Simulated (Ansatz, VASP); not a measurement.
## One calculation of SiB4Mo, two programs

```
CELL_PARAMETERS angstrom
2.24840 -3.98396 0.00000
2.24840 3.98396 0.00000
0.00000 0.00000 3.65110
ATOMIC_POSITIONS crystal
Si 0.00000 0.00000 0.50000
B 0.17615 0.82385 0.00000
B 0.82385 0.17615 0.00000
B 0.00000 0.50000 0.50000
B 0.50000 0.00000 0.50000
Mo 0.50000 0.50000 0.00000
```

Change from the starting cell: species swapped into the NdCuNi4 type (Cmmm, No. 65).

Alike in both runs: task single point; functional PBE; k mesh 4 × 4 × 6; occupations gaussian, width 0.1 eV; no spin polarisation.

```csv
,VASP,Ansatz
version,VASP 6.6.1,Ansatz 0.2.0
potentials or method,"VASP PAW PBE potentials, release 64 (Si, B, Mo_sv), cutoff 520 eV","scalar-relativistic, plane waves, PAW"
valence electrons in the cell,30,30
```

```csv
,VASP,Ansatz,Ansatz less VASP
gap on the k mesh at the Fermi level (eV),none,none,-
rms of the force components (eV/Å),0.201,0.201,+0.0005
```

Atom by atom the forces differ by 0.001 eV/Å (rms over components). A gap of «none» marks a metal or a gap that the smearing closes.

The k mesh is coarse, so the values compare programs but aren't converged.
